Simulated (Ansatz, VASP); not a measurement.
**NbSnTe4: VASP beside Ansatz**

```
CELL_PARAMETERS angstrom
3.37258 0.00000 0.00000
0.00000 3.37258 0.00000
0.00000 0.00000 15.67895
ATOMIC_POSITIONS crystal
Nb 0.50000 0.50000 0.50000
Sn 0.00000 0.00000 0.00000
Te 0.50000 0.50000 0.15305
Te 0.00000 0.00000 0.61012
Te 0.00000 0.00000 0.38988
Te 0.50000 0.50000 0.84695
```

Change from the starting cell: species swapped into the Ti4CuAg type (P4/mmm, No. 123).

Alike in both runs: functional PBE; k mesh 12 × 12 × 4; occupations gaussian, width 0.1 eV; no spin polarisation.

Ansatz relaxed the structure, and its values are those at the end. VASP's run is a single point on that final structure, the one shown.

|  | VASP | Ansatz |
| --- | --- | --- |
| version | VASP 6.6.1 | Ansatz 0.2.0 |
| potentials or method | VASP PAW PBE potentials, release 64 (Nb_sv, Sn_d, Te), cutoff 520 eV | scalar-relativistic, plane waves, PAW |
| valence electrons in the cell | 51 | 91 |

VASP gave:

```
gap on the k mesh at the Fermi level (eV) : none
pressure (GPa)                            : -0.1
```

**Question.** What did Ansatz give for the same quantities?

**Answer.** gap on the k mesh at the Fermi level (eV): none; pressure (GPa): 0.0.

A gap of «none» marks a metal or a gap that the smearing closes. The functional is the same, so the differences come from potentials, cutoffs and numerics. VASP's potentials hold 51 valence electrons a cell and Ansatz's 91, so a difference there can come from the potentials and not from the codes.

Neither program's run includes spin-orbit coupling.
